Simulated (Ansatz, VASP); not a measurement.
Given: the input of a run of VASP 6.6.1 on PbO.

File INCAR:

```
SYSTEM = PbO
ALGO     = Normal         ! electronic algorithm
EDIFF    = 1E-7           ! SCF threshold, eV
ENCUT    = 520            ! plane-wave cutoff, eV
GGA      = PS             ! functional
ISIF     = 2              ! what is computed and relaxed
ISMEAR   = -1             ! smearing method
LASPH    = .True.         ! aspherical terms in the spheres
LCHARG   = .False.        ! write CHGCAR
LREAL    = .False.        ! projectors in reciprocal space
LWAVE    = .False.        ! write WAVECAR
NBANDS   = 28             ! bands
NELM     = 100            ! most SCF steps
PREC     = Accurate       ! precision mode
SIGMA    = 0.05           ! smearing width, eV
```

Contents of KPOINTS:

```
k-points
0
Gamma
  7 7 6
  0 0 0
```

Contents of POSCAR:

```
PbO
1.0
    3.9360744706      0.0000000000      0.0000000000
    0.0000000000      3.9360744706      0.0000000000
    0.0000000000      0.0000000000      4.9422889970
Pb O
2 2
Direct
    0.5000000000      0.0000000000      0.7600000000
    0.0000000000      0.5000000000      0.2400000000
    0.5000000000      0.5000000000      0.0000000000
    0.0000000000      0.0000000000      0.0000000000
```

Potentials or basis: VASP PAW PBE potentials, release 64 (Pb_d, O).

Run with:

```sh
$ cat potpaw_PBE.64/Pb_d/POTCAR potpaw_PBE.64/O/POTCAR > POTCAR
$ mpirun -np 1 vasp_std > vasp.out
```

Task: Translate it to Ansatz 0.2.0. Potentials there: all-electron LAPW, scalar-relativistic.

Result: As run (the cutoff follows the program's own potentials):

input.yaml

```yaml
crystal:
  lattice:
    - [3.9360744706, 0.0, 0.0]
    - [0.0, 3.9360744706, 0.0]
    - [0.0, 0.0, 4.942288997]
  atoms:
    - { symbol: Pb, position: [0.5, 0.0, 0.76] }
    - { symbol: Pb, position: [0.0, 0.5, 0.24] }
    - { symbol: O, position: [0.5, 0.5, 0.0] }
    - { symbol: O, position: [0.0, 0.0, 0.0] }
kpoints:
  mp_grid: { grid: [7, 7, 6] }
scf:
  occupations: { method: fermi_dirac, width: 0.05 }
hamiltonian:
  xc: pbesol
  pseudopotentials: { kind: all_electron, lapw: { basis_error: 0.001 } }
output:
  forces: true
  stress: true
  eigenvalues: true
```

Potentials or basis: all-electron LAPW, scalar-relativistic.

Launch:

```sh
$ ansatz run input.yaml --threads 2 --pin off --max-ram 8192MiB --backend cpu --events-out ev --progress --plain --runs-dir out
```

Both were run:

|  | VASP | Ansatz | Ansatz less VASP |
| --- | --- | --- | --- |
| gap on the k mesh at the Fermi level (eV) | 1.30 | 1.29 | -0.007 |
| least direct gap on the mesh (eV) | 2.34 | 2.36 | +0.018 |
| pressure (GPa) | 2.8 | 2.7 | -0.07 |
| traceless stress, the component that is largest in VASP (GPa) | -0.67 | -0.66 | +0.006 |
| rms of the force components (eV/Å) | 0.109 | 0.090 | -0.0181 |

VASP's potentials were made for PBE, not for PBEsol. Atom by atom the forces differ by 0.018 eV/Å (rms over components). Ansatz ran all-electron here, and VASP with PAW potentials.

Spin-orbit coupling is off throughout.
